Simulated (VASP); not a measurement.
Write the native input for VASP 6.6.1 that does the following.

```yaml
Task: relaxation of cell and atoms
Functional: LDA
Potentials_or_basis: VASP PAW LDA potentials, release 64 (Sn_d)
Cutoff: 500 eV
k_mesh: 6 × 6 × 6
Occupations: fermi-dirac, width 0.1 eV
Spin: no spin polarisation
Target_pressure: 4 GPa
Dipole_correction: no
Further_INCAR_settings: ALGO = Normal; EDIFF = 1e-07; IBRION = 2; EDIFFG = -0.01; NSW = 80; ISIF = 3
```

The structure of Sn lies in POSCAR:

```
Sn
1.0
    0.0000000000      3.2333450000      3.2333450000
    3.2333450000      0.0000000000      3.2333450000
    3.2333450000      3.2333450000      0.0000000000
Sn
2
Direct
    0.5000000000      0.5000000000      0.5000000000
    0.7500000000      0.7500000000      0.7500000000
```

This isn't the form of Sn at room conditions, which is tetragonal (white tin).

The input as run:

INCAR

```
SYSTEM = Sn
PREC = Accurate
ENCUT = 500
EDIFF = 1E-7
ISMEAR = -1
SIGMA = 0.1
LREAL = .FALSE.
LASPH = .TRUE.
NELM = 120
ALGO = Normal
ISIF = 3
LWAVE = .FALSE.
LCHARG = .FALSE.
GGA = CA
IBRION = 2
NSW = 80
EDIFFG = -0.01
PSTRESS = 40.0
GGA_COMPAT = .FALSE.
NELMIN = 4
```

KPOINTS

```
Automatic mesh
0
G
  6 6 6
  0 0 0
```

Potentials or basis: VASP PAW LDA potentials, release 64 (Sn_d).

The run is started by

```console
$ cat potpaw_LDA.64/Sn_d/POTCAR > POTCAR
$ mpirun -np 1 vasp_std > vasp.out
```

Results of the run:

```json
{
  "Relaxed volume": "31.56 Å³/atom",
  "Relaxed cell": "a = 4.469 Å, b = 4.469 Å, c = 4.469 Å, α = 60.00°, β = 60.00°, γ = 60.00°",
  "Space group after relaxing (to 0.1 Å)": "Fd-3m (No. 227)",
  "Energy change on relaxing (the run minimises the enthalpy)": "+28.1 meV/atom",
  "Ionic steps": "3",
  "Pressure after relaxing": "4.0 GPa",
  "Band gap on the k mesh": "zero (bands 14 and 15 overlap by 0.02 eV)"
}
```

Caveat: the cell is relaxed towards a set pressure, so the run minimises the enthalpy, not the energy; spin-orbit coupling is left out, which moves the levels of the heavy elements.

It took 84 s on 1 thread of Intel Xeon 8259CL (shared host), peak memory 0.18 GiB.
